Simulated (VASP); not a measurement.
# KTmI4 (P2/m) in VASP: further runs

KTmI4 is run at these levels: PBE; tasks: single point.

Everything below comes from runs of VASP 6.6.1. Logs are shortened: lines on timing, memory, paths and dates and some standing lists are left out, and cuts for length are marked.

**1. The cell of the first run**

The structure is monoclinic, space group P2/m (No. 10). Conventional cell: a = 7.445 Å, b = 4.513 Å, c = 8.197 Å, α = 90.00°, β = 92.60°, γ = 90.00°. Within 4.6 Å of K (site symmetry 2/m) lie 6 I at 3.44 to 3.73 Å and 2 K at 4.51 Å. Within 3.9 Å of Tm (site symmetry 2/m) lie 6 I at 2.94 to 3.05 Å. Within 4.6 Å of I (site symmetry m) lie 2 Tm at 3.05 Å and 1 K at 3.73 Å and 8 I at 4.12 to 4.51 Å. I (site symmetry m) has 1 Tm at 2.94 Å and 2 K at 3.44 Å within 3.9 Å.

**2. Single point, PBE (45.85 Å³/atom)**

The input, INCAR:

```
ALGO = Normal
EDIFF = 1E-6
ENCUT = 500
GGA = PE
GGA_COMPAT = F
ISIF = 2
ISMEAR = 0
LASPH = T
LCHARG = F
LMAXMIX = 6
LREAL = F
LWAVE = F
NBANDS = 32
NELM = 200
PREC = Accurate
SIGMA = 0.02
```

The input, KPOINTS:

```
k-points
0
Gamma
  4 6 4
```

The input, POSCAR:

```
KTmI4
1.0
    7.4450178753      0.0000000000     -0.0260326492
    0.0000000000      4.5129391712      0.0000000000
   -0.3438543731      0.0000000000      8.1895537396
K Tm I
1 1 4
Direct
    0.5000000000      0.5000000000      0.5000000000
    0.0000000000      0.0000000000      0.0000000000
    0.2336995902      0.5000000000      0.8753114495
    0.7663004098      0.5000000000      0.1246885505
    0.7906671792      0.0000000000      0.6871493073
    0.2093328208      0.0000000000      0.3128506927
```

Potentials or basis: VASP PAW PBE potentials, release 64 (K_sv, Tm_3, I), 4f in core.

On the command line:

```console
cat potpaw_PBE.64/K_sv/POTCAR potpaw_PBE.64/Tm_3/POTCAR potpaw_PBE.64/I/POTCAR > POTCAR
mpirun -np 1 vasp_std > vasp.out
```

OUTCAR:

```text
EDIFF = 1E-6
   ENCUT = 500
   GGA = PE
   ISIF = 2
   ISMEAR = 0
   LASPH = T
   LREAL = F
   NELM = 200
   PREC = Accurate

 ion  position               nearest neighbor table
   1  0.500  0.500  0.500-   5 3.44   6 3.44   5 3.44   6 3.44
   2  0.000  0.000  0.000-   5 2.94   6 2.94   3 3.05   4 3.05   3 3.05   4 3.05
   3  0.234  0.500  0.875-   2 3.05   2 3.05
   4  0.766  0.500  0.125-   2 3.05   2 3.05
   5  0.791  0.000  0.687-   2 2.94   1 3.44   1 3.44
   6  0.209  0.000  0.313-   2 2.94   1 3.44   1 3.44

  LATTYP: Found a simple monoclinic cell.
 ALAT       =     7.4450633887
 B/A-ratio  =     0.6061653119
 C/A-ratio  =     1.1009670208
 COS(beta)  =    -0.0454432859

  Lattice vectors:

 A1 = (   7.4450178753,   0.0000000000,  -0.0260326492)
 A2 = (   0.0000000000,   4.5129391712,   0.0000000000)
 A3 = (  -0.3438543731,   0.0000000000,   8.1895537396)

Analysis of symmetry for initial positions (statically):
=====================================================================
 Subroutine PRICEL returns:
 Original cell was already a primitive cell.

 Routine SETGRP: Setting up the symmetry group for a
 simple monoclinic supercell.

 Subroutine GETGRP returns: Found  4 space group operations
 (whereof  4 operations were pure point group operations)
 out of a pool of  4 trial point group operations.

The static configuration has the point symmetry C_2h.

Analysis of symmetry for dynamics (positions and initial velocities):
=====================================================================
 Subroutine PRICEL returns:
 Original cell was already a primitive cell.

 Routine SETGRP: Setting up the symmetry group for a
 simple monoclinic supercell.

 Subroutine GETGRP returns: Found  4 space group operations
 (whereof  4 operations were pure point group operations)
 out of a pool of  4 trial point group operations.

The dynamic configuration has the point symmetry C_2h.

 Subroutine INISYM returns: Found  4 space group operations
 (whereof  4 operations are pure point group operations),
 and found     1 'primitive' translations

----------------------------------------------------------------------------------------

                                     Primitive cell

[... 91 lines left out ...]
   ICHARG =      2    charge: 1-file 2-atom 10-const
   ISPIN  =      1    spin polarized calculation?
   LNONCOLLINEAR =      F non collinear calculations
   LSORBIT =      F    spin-orbit coupling
   LASPH  =      T    aspherical Exc in radial PAW
   ENCUT  =  500.0 eV  36.75 Ry    6.06 a.u.  13.57  8.23 14.94*2*pi/ulx,y,z
   NELM   =    200;   NELMIN=  2; NELMDL= -5     # of ELM steps
   EDIFF  = 0.1E-05   stopping-criterion for ELM
   LREAL  =      F    real-space projection
   EDIFFG = 0.1E-04   stopping-criterion for IOM
   NSW    =      0    number of steps for IOM
   IBRION =     -1    ionic relax: 0-MD 1-quasi-New 2-CG
   NFREE  =      0    steps in history (QN), initial steepest desc. (CG)
   ISIF   =      2    stress and relaxation
   ISYM   =      2    0-nonsym 1-usesym 2-fastsym
   POTIM  = 0.5000    time-step for ionic-motion
   TEBEG  =    0.0;   TEEND  =   0.0 temperature during run
   PSTRESS=    0.0 pullay stress
   NELECT =      46.0000    total number of electrons
   NUPDOWN=      -1.0000    fix difference up-down
   EMIN   =  10.00;   EMAX   =-10.00  energy-range for DOS
   EFERMI =   0.00;   METHOD = LEGACY
   ISMEAR =     0;   SIGMA  =   0.02  broadening in eV -4-tet -1-fermi 0-gaus
   EFERMI_NEDOS =   21; number of points for ismear=-14 and -15
   IALGO  =     38    algorithm
   IMIX   =      4    mixing-type and parameters
     AMIX     =   0.40;   BMIX     =  1.00
     AMIX_MAG =   1.60;   BMIX_MAG =  1.00
  volume/ion in A,a.u.               =      45.85       309.43
  Fermi-wavevector in a.u.,A,eV,Ry     =   0.901890  1.704325 11.067053  0.813405
  Thomas-Fermi vector in A             =   2.025026
   LORBIT       =      0    0 simple, 1 ext, 2 COOP (PROOUT), +10 PAW based schemes
   GGA     = PE    functional components
   LHFCALC =     F    Hartree Fock is set to
   AEXX    =    0.0000 exact exchange contribution
   IVDW    =     0    specifies the selected vdW correction
   LEPSILON=     F    determine dielectric tensor
   LRPA    =     F    only Hartree local field effects (RPA)
 non-spin polarized calculation
 Gauss-broadening in eV      SIGMA  =   0.02
  energy-cutoff  :      500.00
  volume of cell :      275.12
 maximum number of plane-waves:      7005
   NGX = 27   NGY = 17   NGZ = 29

 number of electron      46.0000003 magnetization

 Free energy of the ion-electron system (eV)
  ---------------------------------------------------
  ext. energy  EPLUGINS =         0.00000000
  ---------------------------------------------------
  free energy    TOTEN  =       -19.92254317 eV

  energy without entropy =      -19.92254317  energy(sigma->0) =      -19.92254317

 E-fermi :   0.5923     XC(G=0):  -7.3385

 val. band max:        0.4951269001   @ k =   0.0000   0.0000   0.0000
 cond. band min:       3.0317927149   @ k =   0.0000   0.0000   0.0000
 fundamental gap:      2.5366658149
 Fermi energy:         0.5922649739

 k-point     1 :       0.0000    0.0000    0.0000
  band No.  band energies     occupation
      1     -28.5864      2.00000
      2     -24.6665      2.00000
      3     -24.6156      2.00000
      4     -24.5540      2.00000
      5     -12.1125      2.00000
      6     -12.1103      2.00000
[... 829 lines left out ...]
     31       6.9020      0.00000
     32       7.1917      0.00000

 [... further k-points ...]
[... 5 lines left out ...]
  --------------------------------------------------------------------------------------
  -------------------------------------------------------------------------------------
  Total        0.6277965      0.6551594      0.5878989      0.0000000      0.0000000      0.0392290
  in kB        3.6560133      3.8153627      3.4236670      0.0000000      0.0000000      0.2284529
  external PRESSURE =       3.6316810 kB  Pullay stress =       0.0000000 kB

 VOLUME and BASIS-vectors are now :
 -----------------------------------------------------------------------------
  energy-cutoff  :      500.00
  volume of cell :      275.12
      direct lattice vectors                 reciprocal lattice vectors
     7.445017875  0.000000000 -0.026032649     0.134337735  0.000000000  0.005640432
     0.000000000  4.512939171  0.000000000     0.000000000  0.221585083  0.000000000
    -0.343854373  0.000000000  8.189553740     0.000427028  0.000000000  0.122124705

 POSITION                                       TOTAL-FORCE (eV/Angst)
 -----------------------------------------------------------------------------------
      3.55058      2.25647      4.08176         0.000000     -0.000000      0.000000
      0.00000      0.00000      0.00000         0.000000     -0.000000      0.000000
      1.43892      2.25647      7.16233         0.028579     -0.000000     -0.016408
      5.66225      2.25647      1.00119        -0.028579     -0.000000      0.016408
      5.65025      0.00000      5.60686        -0.004754     -0.000000     -0.013218
      1.45091      0.00000      2.55666         0.004754      0.000000      0.013218
 -----------------------------------------------------------------------------------
    total drift:                               -0.000000      0.000000     -0.000000

  FREE ENERGIE OF THE ION-ELECTRON SYSTEM (eV)
  ---------------------------------------------------
  free  energy   TOTEN  =       -19.9225431689 eV

  energy  without entropy=      -19.9225431689  energy(sigma->0) =      -19.92254317
```

Wall time 4.6 min (1 thread of Intel Xeon Platinum 8488C (Sapphire Rapids), shared host); peak memory 0.52 GiB.

Results:

```
Free energy            : -19.9225 eV
Pressure               : 0.4 GPa
Largest force          : 0.033 eV/Å
Band gap on the k mesh : 2.54 eV
```

Forces in eV/Å, atoms in the order of the input:
```
K    0.000  0.000  0.000
Tm   0.000  0.000  0.000
I    0.029  0.000 -0.016
I   -0.029  0.000  0.016
I   -0.005  0.000 -0.013
I    0.005  0.000  0.013
```

Caveat: spin-orbit coupling is left out, which moves the levels of the heavy elements; the 4f electrons are frozen in the core, so they carry no moment and show no levels. A k mesh can miss the band edges.

**3. Single point, PBE**

This run uses another cell than the first one, of 47.27 Å³/atom.

The input, INCAR:

```
PREC = Accurate
ENCUT = 500
EDIFF = 1E-6
ISMEAR = 0
SIGMA = 0.02
LREAL = False
LASPH = True
NELM = 200
ALGO = Normal
ISIF = 2
LWAVE = False
LCHARG = False
GGA = PE
NBANDS = 32
GGA_COMPAT = False
LMAXMIX = 6
```

The input, KPOINTS:

```
Automatic mesh
0
Gamma
  4 6 4
```

The input, POSCAR:

```
KTmI4
1.0
    7.5307962587      0.0000000000     -0.0611213801
    0.0000000000      4.5452614065      0.0000000000
   -0.3860653369      0.0000000000      8.2892339250
K Tm I
1 1 4
Direct
    0.5000000000      0.5000000000      0.5000000000
    0.0000000000      0.0000000000      0.0000000000
    0.2284135557      0.5000000000      0.8756545123
    0.7715864443      0.5000000000      0.1243454877
    0.7871177201      0.0000000000      0.6914218834
    0.2128822799      0.0000000000      0.3085781166
```

Potentials or basis: VASP PAW PBE potentials, release 64 (K_sv, Tm_3, I), 4f in core.

On the command line:

```console
cat potpaw_PBE.64/K_sv/POTCAR potpaw_PBE.64/Tm_3/POTCAR potpaw_PBE.64/I/POTCAR > POTCAR
mpirun -np 1 vasp_std > vasp.out
```

Run time: 5.3 min. Hardware: 1 thread of Intel Xeon Platinum 8488C (Sapphire Rapids), shared host; peak memory 0.56 GiB.

It converged, with:

```yaml
Free_energy: -19.9312 eV
Pressure: 0.1 GPa
Largest_force: 0.024 eV/Å
Band_gap_on_the_k_mesh: 2.57 eV
```

Forces in eV/Å, atoms in the order of the input:
```
K    0.000  0.000  0.000
Tm   0.000  0.000  0.000
I    0.019  0.000 -0.015
I   -0.019  0.000  0.015
I   -0.007  0.000 -0.019
I    0.007  0.000  0.019
```

Levels at points of the mesh, in eV from the valence-band top:
| k point | band 19 | band 20 | band 21 | band 22 | band 23 | band 24 | band 25 | band 26 | band 27 | band 28 |
| --- | --- | --- | --- | --- | --- | --- | --- | --- | --- | --- |
| (0.00, 0.00, 0.00) | -0.34 | -0.24 | -0.24 | -0.18 | 0.00 | 2.57 | 3.74 | 3.78 | 3.90 | 4.89 |
| (0.50, 0.00, 0.00) | -0.78 | -0.27 | -0.27 | -0.10 | -0.09 | 2.60 | 3.79 | 3.87 | 4.91 | 5.02 |
| (0.00, 0.50, 0.00) | -1.14 | -1.01 | -0.88 | -0.31 | -0.26 | 3.39 | 3.73 | 3.77 | 4.90 | 5.36 |
| (0.50, 0.50, 0.00) | -0.97 | -0.89 | -0.58 | -0.57 | -0.11 | 3.41 | 3.52 | 3.79 | 5.03 | 5.23 |
| (0.00, 0.00, 0.50) | -0.81 | -0.39 | -0.32 | -0.07 | -0.06 | 2.59 | 3.80 | 3.93 | 4.70 | 5.05 |
| (0.50, 0.00, 0.50) | -0.88 | -0.62 | -0.39 | -0.05 | -0.01 | 2.59 | 3.75 | 3.85 | 4.49 | 5.03 |
| (0.00, 0.50, 0.50) | -1.06 | -0.83 | -0.54 | -0.53 | -0.30 | 3.30 | 3.45 | 3.73 | 5.04 | 5.22 |
| (0.50, 0.50, 0.50) | -0.89 | -0.64 | -0.51 | -0.44 | -0.35 | 3.42 | 3.45 | 3.77 | 5.01 | 5.32 |

Caveat: spin-orbit coupling is left out, which moves the levels of the heavy elements; the 4f electrons are frozen in the core, so they carry no moment and show no levels. Spin polarisation is off, so any magnetic state and its effect on volume and gap are missing.
